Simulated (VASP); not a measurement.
Input of a VASP 6.6.1 run:

Contents of INCAR:

```
  ALGO = Normal
  EDIFF = 1E-6
  EDIFFG = -0.01
  ENCUT = 600
  GGA = PE
  IBRION = 2
  ISIF = 3
  ISMEAR = -1
  LASPH = True
  LCHARG = False
  LREAL = False
  LWAVE = False
  NELM = 80
  NSW = 80
  PREC = Accurate
  PSTRESS = 300.0
  SIGMA = 0.05
```

KPOINTS

```
k-points
0
Gamma
  11 11 6
```

File POSCAR:

```
Re
1.0
    2.7608000000      0.0000000000      0.0000000000
   -1.3804000000      2.3909229348      0.0000000000
    0.0000000000      0.0000000000      4.4582000000
Re
2
Direct
    0.6666666667      0.3333333333      0.7500000000
    0.3333333333      0.6666666667      0.2500000000
```

Potentials or basis: VASP PAW PBE potentials, release 64 (Re).

Launch:

```console
$ cat potpaw_PBE.64/Re/POTCAR > POTCAR
$ mpirun -np 1 vasp_std > vasp.out
```

Question: Estimate the space group after relaxing (to 0.1 Å).

Answer: P6_3/mmc (No. 194).

Question: What does it give for the band gap on the k mesh?

Answer: Zero (bands 7 and 8 overlap by 3.39 eV).

Question: Estimate the relaxed cell.

Answer: a = 2.711 Å, b = 2.711 Å, c = 4.379 Å, α = 90.00°, β = 90.00°, γ = 120.00°.

Stress tensor (GPa, compression positive):
```
29.93  0.00  0.00
 0.00 29.93  0.00
 0.00  0.00 30.07
```

Caveat: the cell is relaxed towards a set pressure, so the run minimises the enthalpy, not the energy; spin-orbit coupling is left out, which moves the levels of the heavy elements.
